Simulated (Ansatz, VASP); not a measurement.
B5P: VASP beside Ansatz

INCAR

```
PREC     = Accurate       # precision mode
ENCUT    = 500            # plane-wave cutoff, eV
EDIFF    = 1E-7           # SCF threshold, eV
ISMEAR   = 0              # smearing method
SIGMA    = 0.2            # smearing width, eV
LREAL    = False          # projectors in reciprocal space
LASPH    = True           # aspherical terms in the spheres
NELM     = 120            # most SCF steps
ALGO     = Normal         # electronic algorithm
ISIF     = 3              # what is computed and relaxed
LWAVE    = False          # write WAVECAR
LCHARG   = False          # write CHGCAR
GGA      = PE             # functional
IBRION   = 2              # ionic algorithm
NSW      = 36             # ionic steps
EDIFFG   = -0.08          # ionic threshold
GGA_COMPAT= False        
NELMIN   = 4
```

File KPOINTS:

```
Automatic mesh
0
Gamma
  4 4 4
```

File POSCAR:

```
B5P
1.0
    3.7000000000      0.0000000000      0.0000000000
    0.0000000000      3.7000000000      0.0000000000
    0.0000000000      0.0000000000      4.4000000000
B P
5 1
Direct
    0.5000000000      0.5000000000      0.2200000000
    0.5000000000      0.2100000000      0.4500000000
    0.2100000000      0.5000000000      0.4500000000
    0.5000000000      0.7900000000      0.4500000000
    0.7900000000      0.5000000000      0.4500000000
    0.5000000000      0.5000000000      0.7900000000
```

Input for Ansatz:

```yaml
crystal:
  lattice:
    - [3.7, 0.0, 0.0]
    - [0.0, 3.7, 0.0]
    - [0.0, 0.0, 4.4]
  atoms:
    - { symbol: B, position: [0.5, 0.5, 0.22] }
    - { symbol: B, position: [0.5, 0.21, 0.45] }
    - { symbol: B, position: [0.21, 0.5, 0.45] }
    - { symbol: B, position: [0.5, 0.79, 0.45] }
    - { symbol: B, position: [0.79, 0.5, 0.45] }
    - { symbol: P, position: [0.5, 0.5, 0.79] }
basis:
  ecutwfc: 420
kpoints:
  mp_grid: { grid: [4, 4, 4] }
hamiltonian:
  xc: pbe
scf:
  occupations: { method: gaussian, width: 0.2 }
  lower_state_search: "off"
output:
  forces: true
  stress: true
  eigenvalues: true
relax:
  adjacent_minimum: "off"
  f_tol: 0.08
  max_steps: 16
  cell: { stress_tol: 0.8 }
```

Alike in both runs: task relaxation of cell and atoms; functional PBE; k mesh 4 × 4 × 4; occupations gaussian, width 0.2 eV; no spin polarisation.

```csv
,VASP,Ansatz
version,VASP 6.6.1,Ansatz 0.2.0
potentials or method,"VASP PAW PBE potentials, release 64 (B, P), cutoff 500 eV","scalar-relativistic, plane waves, PAW"
valence electrons in the cell,20,20
```

|  | VASP | Ansatz | Ansatz less VASP |
| --- | --- | --- | --- |
| gap on the k mesh at the Fermi level, each at its own relaxed structure (eV) | 0.87 | 0.88 | +0.010 |
| relaxed volume (Å³/atom) | 13.48 | 13.48 | -0.007 |
| relaxed length of the cell vector where the two differ most in proportion (Å) | 4.280 | 4.278 | -0.0019 |

The k mesh is coarse, so the values compare programs but aren't converged. Noted on VASP's run: the volume moved by over 15 % at a fixed basis, so the end points are rough.
